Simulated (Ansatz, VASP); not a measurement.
**One calculation of Pt, two programs**

File POSCAR:

```
Pt
1.0
    0.0000000000      1.9705765473      1.9705765473
    1.9705765473      0.0000000000      1.9705765473
    1.9705765473      1.9705765473      0.0000000000
Pt
1
Direct
    0.0000000000      0.0000000000      0.0000000000
```

INCAR.step1

```
SYSTEM = Pt
ALGO = Normal ; EDIFF = 1E-4
ENCUT = 520 ; GGA = PE
ISMEAR = -1 ; LASPH = .TRUE.
LCHARG = .FALSE. ; LREAL = .FALSE.
LWAVE = .TRUE. ; NBANDS = 11
NELM = 80 ; PREC = Accurate
SIGMA = 0.1
```

Contents of INCAR.step2:

```
SYSTEM = Pt
ALGO = Normal ; EDIFF = 1E-6
ENCUT = 520 ; ISIF = 2
ISMEAR = -1 ; ISTART = 1
LASPH = .TRUE. ; LCHARG = .FALSE.
LMIXTAU = .TRUE. ; LREAL = .FALSE.
LWAVE = .FALSE. ; METAGGA = R2SCAN
NBANDS = 11 ; NELM = 80
PREC = Accurate ; SIGMA = 0.1
```

KPOINTS

```
k-points
0
G
  5 5 5
  0 0 0
```

Input for Ansatz:

```yaml
crystal:
  lattice:
    - [0.0, 1.9705765473, 1.9705765473]
    - [1.9705765473, 0.0, 1.9705765473]
    - [1.9705765473, 1.9705765473, 0.0]
  atoms:
    - { symbol: Pt, position: [0.0, 0.0, 0.0] }
hamiltonian:
  xc: r2scan
  pseudopotentials:
    kind: paw
    azcp:
      Pt: "pseudopotentials/Pt.paw.azcp"
basis:
  ecutwfc: 500
  fft_grid_basis: typed
kpoints:
  mp_grid: { grid: [5, 5, 5], shift: [0, 0, 0] }
magnetization:
  spin_polarized: false
scf:
  occupations: { method: fermi_dirac, width: 0.1 }
  lower_state_search: "off"
output:
  stress: true
```

Alike in both runs: task single point; functional r2SCAN; k mesh 5 × 5 × 5; occupations fermi-dirac, width 0.1 eV; no spin polarisation.

|  | VASP | Ansatz |
| --- | --- | --- |
| version | VASP 6.6.1 | Ansatz 0.2.0 |
| potentials or method | VASP PAW PBE potentials, release 64 (Pt), cutoff 520 eV | plane waves (500 eV) with PAW, scalar-relativistic |
| valence electrons in the cell | 10 | 18 |

Ansatz gave:

```
pressure (GPa) : 5.4
```

**Question.** What did VASP give for the same quantities?

**Answer.** Pressure (GPa): 6.1.

VASP's potentials were made for PBE, not for r2SCAN. VASP's potentials hold 10 valence electrons a cell and Ansatz's 18, so a difference there can come from the potentials and not from the codes.

The k mesh is coarse, so the values compare programs but aren't converged. Neither program's run includes spin-orbit coupling.
